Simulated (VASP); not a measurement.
# Pd (I4/mmm) in VASP: further runs

Runs on Pd. Level: PBE. Tasks: single point.

Everything below comes from runs of VASP 6.6.1. Logs are shortened: lines on timing, memory, paths and dates and some standing lists are left out, and cuts for length are marked.

## 1. The cell of the first run

Symmetry: I4/mmm, No. 139, tetragonal system. The conventional cell has a = 2.819 Å, b = 2.819 Å, c = 3.793 Å, α = 90.00°, β = 90.00°, γ = 90.00°. Within 3.6 Å of Pd (site symmetry 4/mmm) lie 12 Pd at 2.75 to 2.82 Å.

## 2. Single point, PBE (strain +0.025 along x and y, -0.025 along z)

INCAR reads:

```
SYSTEM = Pd
PREC = Accurate
ENCUT = 520
EDIFF = 1E-7
ISMEAR = 0
SIGMA = 0.15
LREAL = .FALSE.
LASPH = .TRUE.
NELM = 60
ALGO = Fast
ISIF = 2
LWAVE = .FALSE.
LCHARG = .FALSE.
GGA = PE
NBANDS = 11
```

KPOINTS reads:

```
Automatic mesh
0
G
  8 8 8
  0 0 0
```

POSCAR reads:

```
Pd
1.0
    0.0000000000      1.9935225000      1.8962775000
    1.9935225000      0.0000000000      1.8962775000
    1.9935225000      1.9935225000      0.0000000000
Pd
1
Direct
    0.0000000000      0.0000000000      0.0000000000
```

Potentials or basis: VASP PAW PBE potentials, release 64 (Pd).

Launch:

```
$ cat potpaw_PBE.64/Pd/POTCAR > POTCAR
$ mpirun -np 1 vasp_std > vasp.out
```

OUTCAR:

```text
SYSTEM = Pd
   PREC = Accurate
   ENCUT = 520
   EDIFF = 1E-7
   ISMEAR = 0
   LREAL = .FALSE.
   LASPH = .TRUE.
   NELM = 60
   ISIF = 2
   GGA = PE

 ion  position               nearest neighbor table
   1  0.000  0.000  0.000-

  LATTYP: Found a body centered tetragonal cell.
 ALAT       =     2.8192665564
 C/A-ratio  =     1.3452275349

  Lattice vectors:

 A1 = (   0.0000000000,  -1.9935225000,  -1.8962775000)
 A2 = (   0.0000000000,   1.9935225000,  -1.8962775000)
 A3 = (   1.9935225000,   0.0000000000,   1.8962775000)

Analysis of symmetry for initial positions (statically):
=====================================================================
 Subroutine PRICEL returns:
 Original cell was already a primitive cell.

 Routine SETGRP: Setting up the symmetry group for a
 body centered tetragonal supercell.

 Subroutine GETGRP returns: Found 16 space group operations
 (whereof 16 operations were pure point group operations)
 out of a pool of 16 trial point group operations.

The static configuration has the point symmetry D_4h.

Analysis of symmetry for dynamics (positions and initial velocities):
=====================================================================
 Subroutine PRICEL returns:
 Original cell was already a primitive cell.

 Routine SETGRP: Setting up the symmetry group for a
 body centered tetragonal supercell.

 Subroutine GETGRP returns: Found 16 space group operations
 (whereof 16 operations were pure point group operations)
 out of a pool of 16 trial point group operations.

The dynamic configuration has the point symmetry D_4h.

 Subroutine INISYM returns: Found 16 space group operations
 (whereof 16 operations are pure point group operations),
 and found     1 'primitive' translations

----------------------------------------------------------------------------------------

                                     Primitive cell

  volume of cell :      15.0721

  direct lattice vectors                    reciprocal lattice vectors
     0.000000000  1.993522500  1.896277500    -0.250812318  0.250812318  0.263674489
     1.993522500  0.000000000  1.896277500     0.250812318 -0.250812318  0.263674489
     1.993522500  1.993522500  0.000000000     0.250812318  0.250812318 -0.263674489

  length of vectors
     2.751363356  2.751363356  2.819266556     0.441970445  0.441970445  0.441970445

  position of ions in fractional coordinates (direct lattice)
     0.000000000  0.000000000  0.000000000

  ion indices of the primitive-cell ions
   primitive index   ion index
                 1           1

----------------------------------------------------------------------------------------

 KPOINTS: Automatic mesh

Automatic generation of k-mesh.
 Grid dimensions read from file:
 generate k-points for:    8    8    8

 Generating k-lattice:

  Cartesian coordinates                     Fractional coordinates (reciprocal lattice)
    -0.031351540  0.031351540  0.032959311     0.125000000  0.000000000  0.000000000
     0.031351540 -0.031351540  0.032959311     0.000000000  0.125000000  0.000000000
     0.031351540  0.031351540 -0.032959311    -0.000000000 -0.000000000  0.125000000

  Length of vectors
     0.055246306  0.055246306  0.055246306

  Shift w.r.t. Gamma in fractional coordinates (k-lattice)
     0.000000000  0.000000000  0.000000000

 Subroutine IBZKPT returns following result:
 ===========================================

 Found     59 irreducible k-points:

 Following reciprocal coordinates:
            Coordinates               Weight
  0.000000  0.000000  0.000000      1.000000
  0.125000  0.000000  0.000000      8.000000
  0.250000  0.000000  0.000000      8.000000
  0.375000 -0.000000  0.000000      8.000000
  0.500000  0.000000  0.000000      4.000000
  0.125000  0.125000  0.000000      2.000000
[... 16 lines left out ...]
  0.250000  0.000000  0.125000     16.000000
  0.375000 -0.000000  0.125000     16.000000
 [... further k-points ...]
   k-points           NKPTS =     59   k-points in BZ     NKDIM =     59   number of bands    NBANDS=     11
   number of dos      NEDOS =    301   number of ions     NIONS =      1
   total plane-waves  NPLWV =   9600
   dimension x,y,z NGX =    20 NGY =   20 NGZ =   24
   dimension x,y,z NGXF=    40 NGYF=   40 NGZF=   48
   ions per type =               1
   NGX,Y,Z   is equivalent  to a cutoff of  12.08, 12.08, 14.15 a.u.
   NGXF,Y,Z  is equivalent  to a cutoff of  24.17, 24.17, 28.30 a.u.
 SYSTEM =  Pd
   PREC   = accura    normal or accurate (medium, high low for compatibility)
   ISTART =      0    job   : 0-new  1-cont  2-samecut
   ICHARG =      2    charge: 1-file 2-atom 10-const
   ISPIN  =      1    spin polarized calculation?
   LNONCOLLINEAR =      F non collinear calculations
   LSORBIT =      F    spin-orbit coupling
   LASPH  =      T    aspherical Exc in radial PAW
   ENCUT  =  520.0 eV  38.22 Ry    6.18 a.u.   5.12  5.12  5.24*2*pi/ulx,y,z
   NELM   =     60;   NELMIN=  2; NELMDL= -5     # of ELM steps
   EDIFF  = 0.1E-06   stopping-criterion for ELM
   LREAL  =      F    real-space projection
   EDIFFG = 0.1E-05   stopping-criterion for IOM
   NSW    =      0    number of steps for IOM
   IBRION =     -1    ionic relax: 0-MD 1-quasi-New 2-CG
   NFREE  =      0    steps in history (QN), initial steepest desc. (CG)
   ISIF   =      2    stress and relaxation
   ISYM   =      2    0-nonsym 1-usesym 2-fastsym
   POTIM  = 0.5000    time-step for ionic-motion
   TEBEG  =    0.0;   TEEND  =   0.0 temperature during run
   PSTRESS=    0.0 pullay stress
   NELECT =      10.0000    total number of electrons
   NUPDOWN=      -1.0000    fix difference up-down
   EMIN   =  10.00;   EMAX   =-10.00  energy-range for DOS
   EFERMI =   0.00;   METHOD = LEGACY
   ISMEAR =     0;   SIGMA  =   0.15  broadening in eV -4-tet -1-fermi 0-gaus
   EFERMI_NEDOS =   21; number of points for ismear=-14 and -15
   IALGO  =     68    algorithm
   IMIX   =      4    mixing-type and parameters
     AMIX     =   0.40;   BMIX     =  1.00
     AMIX_MAG =   1.60;   BMIX_MAG =  1.00
  volume/ion in A,a.u.               =      15.07       101.71
  Fermi-wavevector in a.u.,A,eV,Ry     =   1.427853  2.698251 27.739063  2.038764
  Thomas-Fermi vector in A             =   2.547978
   LORBIT       =      0    0 simple, 1 ext, 2 COOP (PROOUT), +10 PAW based schemes
   GGA     = PE    functional components
   LHFCALC =     F    Hartree Fock is set to
   AEXX    =    0.0000 exact exchange contribution
   IVDW    =     0    specifies the selected vdW correction
   LEPSILON=     F    determine dielectric tensor
   LRPA    =     F    only Hartree local field effects (RPA)
 non-spin polarized calculation
 RMM-DIIS sequential band-by-band and
 Gauss-broadening in eV      SIGMA  =   0.15
  energy-cutoff  :      520.00
  volume of cell :       15.07
 maximum number of plane-waves:       428
   NGX = 11   NGY = 11   NGZ = 11

 number of electron      10.0000000 magnetization

 number of electron       9.9999998 magnetization

 Free energy of the ion-electron system (eV)
  ---------------------------------------------------
  ext. energy  EPLUGINS =         0.00000000
  ---------------------------------------------------
  free energy    TOTEN  =        -5.20442339 eV

  energy without entropy =       -5.18098041  energy(sigma->0) =       -5.19270190

 E-fermi :   9.5178     XC(G=0): -13.0444

 val. band max:        9.4986078861   @ k =  -0.3750   0.3750   0.1250
 cond. band min:       9.5292688602   @ k =  -0.2500   0.3750   0.2500
 fundamental gap:      0.0306609741
 Fermi energy:         9.5178076750

 k-point     1 :       0.0000    0.0000    0.0000
  band No.  band energies     occupation
      1       2.4507      2.00000
      2       6.5769      2.00000
      3       6.5769      2.00000
      4       7.0103      2.00000
      5       8.0237      2.00000
      6       8.4772      2.00000
      7      26.6481      0.00000
      8      30.8696      0.00000
      9      30.8696      0.00000
     10      32.0535      0.00000
     11      36.3410      0.00000

 k-point     2 :       0.1250    0.0000    0.0000
  band No.  band energies     occupation
      1       2.9892      2.00000
      2       6.5052      2.00000
      3       6.7371      2.00000
      4       7.0852      2.00000
      5       7.9980      2.00000
      6       8.3822      2.00000
      7      27.0186      0.00000
      8      28.5775      0.00000
      9      31.4660      0.00000
     10      32.2144      0.00000
     11      36.2017      0.00000

 k-point     3 :       0.2500    0.0000    0.0000
  band No.  band energies     occupation
      1       4.1226      2.00000
      2       6.6767      2.00000
      3       6.7972      2.00000
      4       7.1966      2.00000
      5       8.3482      2.00000
      6       8.4724      2.00000
      7      23.7985      0.00000
      8      27.5847      0.00000
      9      32.5137      0.00000
     10      33.0635      0.00000
     11      34.9884      0.00000

 k-point     4 :       0.3750   -0.0000    0.0000
  band No.  band energies     occupation
      1       4.3942      2.00000
      2       6.5674      2.00000
      3       7.0037      2.00000
      4       8.6184      2.00000
      5       9.0206      2.00000
      6       9.1321      1.99972
      7      19.2702      0.00000
      8      26.4304      0.00000
      9      30.8837      0.00000
     10      31.8478      0.00000
     11      35.3179      0.00000
[... 239 lines left out ...]
 k-point    22 :       0.1250    0.0000    0.1250
  band No.  band energies     occupation
      1       3.1456      2.00000
      2       6.2276      2.00000
      3       6.9425      2.00000
      4       7.2930      2.00000
      5       7.7411      2.00000
      6       8.5289      2.00000
      7      27.4097      0.00000
      8      29.3638      0.00000
      9      30.1815      0.00000
     10      31.0918      0.00000
     11      37.1097      0.00000

 k-point    23 :       0.2500    0.0000    0.1250
  band No.  band energies     occupation
      1       4.1464      2.00000
      2       5.9965      2.00000
      3       6.9968      2.00000
      4       7.4414      2.00000
      5       8.0681      2.00000
      6       8.7046      2.00000
      7      25.7039      0.00000
      8      28.0500      0.00000
      9      29.7602      0.00000
     10      31.1480      0.00000
     11      35.2108      0.00000

 k-point    24 :       0.3750   -0.0000    0.1250
  band No.  band energies     occupation
      1       4.7347      2.00000
      2       6.5278      2.00000
      3       6.7634      2.00000
      4       7.3334      2.00000
      5       9.1789      1.99860
      6       9.6274      0.30143
      7      21.0471      0.00000
      8      26.8866      0.00000
      9      29.1040      0.00000
     10      30.5003      0.00000
     11      36.3597      0.00000

 [... further k-points ...]
[... 5 lines left out ...]
  --------------------------------------------------------------------------------------
  -------------------------------------------------------------------------------------
  Total        0.2677648      0.2677648      0.4492297      0.0000000      0.0000000      0.0000000
  in kB       28.4636072     28.4636072     47.7534648      0.0000000      0.0000000      0.0000000
  external PRESSURE =      34.8935597 kB  Pullay stress =       0.0000000 kB

 VOLUME and BASIS-vectors are now :
 -----------------------------------------------------------------------------
  energy-cutoff  :      520.00
  volume of cell :       15.07
      direct lattice vectors                 reciprocal lattice vectors
     0.000000000  1.993522500  1.896277500    -0.250812318  0.250812318  0.263674489
     1.993522500  0.000000000  1.896277500     0.250812318 -0.250812318  0.263674489
     1.993522500  1.993522500  0.000000000     0.250812318  0.250812318 -0.263674489

 POSITION                                       TOTAL-FORCE (eV/Angst)
 -----------------------------------------------------------------------------------
      0.00000      0.00000      0.00000         0.000000      0.000000      0.000000
 -----------------------------------------------------------------------------------
    total drift:                               -0.000000     -0.000000     -0.000000

  FREE ENERGIE OF THE ION-ELECTRON SYSTEM (eV)
  ---------------------------------------------------
  free  energy   TOTEN  =        -5.2044233929 eV

  energy  without entropy=       -5.1809804113  energy(sigma->0) =       -5.19270190
```

Run time: 15 s. Hardware: 1 thread of AMD EPYC 7R43 (Zen 3), shared host; peak memory 0.1 GiB.

Results:

- Free energy: -5.2044 eV
- Pressure: 3.5 GPa
- Band gap on the k mesh: zero (band 5 reaches 9.87 eV, above the bottom of band 6 at 8.21 eV)

Levels at points of the mesh, in eV from the Fermi level:
```csv
k point,band 2,band 3,band 4,band 5,band 6,band 7,band 8,band 9
"(0.00, 0.00, 0.00)",-2.94,-2.94,-2.51,-1.49,-1.04,17.13,21.35,21.35
"(0.50, 0.00, 0.00)",-3.07,-2.63,-0.19,0.02,0.97,7.09,16.36,20.29
"(0.50, 0.50, 0.00)",-5.01,-0.12,0.23,0.23,3.93,11.37,12.39,12.39
"(0.50, 0.00, 0.50)",-4.99,-0.13,0.05,0.35,2.95,10.03,13.19,13.48
```

Caveat: the cell differs from its parent crystal (strain +0.025 along x and y, -0.025 along z).

## 3. Single point, PBE (strain +0.050 along x and y, +0.000 along z)

INCAR reads:

```
SYSTEM = Pd
  PREC = Accurate
  ENCUT = 520
  EDIFF = 1E-6
  ISMEAR = 0
  SIGMA = 0.15
  LREAL = .False.
  LASPH = .True.
  NELM = 80
  ALGO = Fast
  ISIF = 2
  LWAVE = .False.
  LCHARG = .False.
  GGA = PE
  NBANDS = 11
```

KPOINTS reads:

```
regular mesh
0
Gamma
  8 8 8
  0 0 0
```

POSCAR reads:

```
Pd
1.0
    0.0000000000      2.0421450000      1.9449000000
    2.0421450000      0.0000000000      1.9449000000
    2.0421450000      2.0421450000      0.0000000000
Pd
1
Direct
    0.0000000000      0.0000000000      0.0000000000
```

Potentials or basis: VASP PAW PBE potentials, release 64 (Pd).

Launch:

```
$ cat potpaw_PBE.64/Pd/POTCAR > POTCAR
$ mpirun -np 1 vasp_std > vasp.out
```

It took 13 s on 1 thread of AMD EPYC 7R43 (Zen 3), shared host; peak memory 0.11 GiB.

Results (log left out):

```yaml
Free_energy: -5.1868 eV
Pressure: -7.7 GPa
Band_gap_on_the_k_mesh: zero (band 5 reaches 8.64 eV, above the bottom of band 6 at 7.18 eV)
```

Stress tensor (GPa, compression positive):
```
-8.21  0.00  0.00
 0.00 -8.21  0.00
 0.00  0.00 -6.74
```

Levels at points of the mesh, in eV from the Fermi level:
```csv
k point,band 2,band 3,band 4,band 5,band 6,band 7,band 8,band 9
"(0.00, 0.00, 0.00)",-2.61,-2.61,-2.23,-1.32,-0.93,17.06,20.94,20.94
"(0.50, 0.00, 0.00)",-2.72,-2.33,-0.18,0.01,1.15,6.55,16.27,19.56
"(0.50, 0.50, 0.00)",-4.44,-0.12,0.20,0.20,3.90,10.60,12.03,12.03
"(0.50, 0.00, 0.50)",-4.44,-0.13,0.04,0.30,3.00,9.35,12.82,13.03
```

Caveat: the cell differs from its parent crystal (strain +0.050 along x and y, +0.000 along z).
